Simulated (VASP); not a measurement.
CdS (Hawleyite), 2 atoms in the cell. The structure is cubic, space group F-43m (No. 216). Conventional cell: a = 5.872 Å, b = 5.872 Å, c = 5.872 Å, α = 90.00°, β = 90.00°, γ = 90.00°. Within 3.4 Å of Cd (site symmetry -43m) lie 4 S at 2.54 Å. Within 3.4 Å of S (site symmetry -43m) lie 4 Cd at 2.54 Å.  This cell differs from its parent crystal: volume scaled by 1.02.

| Item | Value |
| --- | --- |
| Program | VASP 6.6.1 |
| Task | single point |
| Functional | LDA |
| Potentials or basis | VASP PAW LDA potentials, release 64 (Cd, S) |
| Cutoff | 520 eV |
| k mesh | 8 × 8 × 8 |
| Occupations | fermi-dirac, width 0.05 eV |
| Spin | no spin polarisation |
| Dipole correction | no |
| Further INCAR settings | ALGO = Normal; EDIFF = 1e-06; NBANDS = 16 |

Potentials or basis: VASP PAW LDA potentials, release 64 (Cd, S).

Launch:

```console
$ cat potpaw_LDA.64/Cd/POTCAR potpaw_LDA.64/S/POTCAR > POTCAR
$ mpirun -np 1 vasp_std > vasp.out
```

Hardware: 1 thread of Intel(R) Xeon(R) 6975P-C (Granite Rapids) (shared host).

Problem. How long does it take, and how much memory?

Solution. Wall time 8.6 s on 1 thread of Intel(R) Xeon(R) 6975P-C (Granite Rapids) (shared host), peak memory 0.16 GiB. Counts: scf iterations 13, k points 29.
